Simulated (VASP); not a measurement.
Cs, 1 atom in the cell. It takes space group Im-3m (No. 229, cubic). The conventional cell has a = 6.257 Å, b = 6.257 Å, c = 6.257 Å, α = 90.00°, β = 90.00°, γ = 90.00°. 

```yaml
Program: VASP 6.6.1
Task: single point
Functional: BLYP
Potentials_or_basis: VASP PAW PBE potentials, release 64 (Cs_sv)
Cutoff: 520 eV
k_mesh: 4 × 4 × 4
Occupations: fermi-dirac, width 0.05 eV
Spin: no spin polarisation
Dipole_correction: no
k_mesh_for_the_DOS: 6 × 6 × 6
Occupations_for_the_DOS: tetrahedron
Further_INCAR_settings: ALGO = Fast; EDIFF = 1e-06
```

Potentials or basis: VASP PAW PBE potentials, release 64 (Cs_sv).

Command:

```sh
$ cat potpaw_PBE.64/Cs_sv/POTCAR > POTCAR
$ cp INCAR.step1 INCAR
$ cp KPOINTS.step1 KPOINTS
$ mpirun -np 1 vasp_std > vasp.out
$ cp INCAR.step2 INCAR
$ cp KPOINTS.step2 KPOINTS
$ mpirun -np 1 vasp_std > vasp.out
```

Hardware: 1 thread of Intel(R) Xeon(R) Platinum 8259CL CPU @ 2.50GHz (Skylake/Cascade Lake), with other jobs on the host.

Question: How long does it take, and how much memory?

Answer: Run time: 30 s on 1 thread of Intel(R) Xeon(R) Platinum 8259CL CPU @ 2.50GHz (Skylake/Cascade Lake) (shared host), peak memory 0.22 GiB. Counts: k points 16.
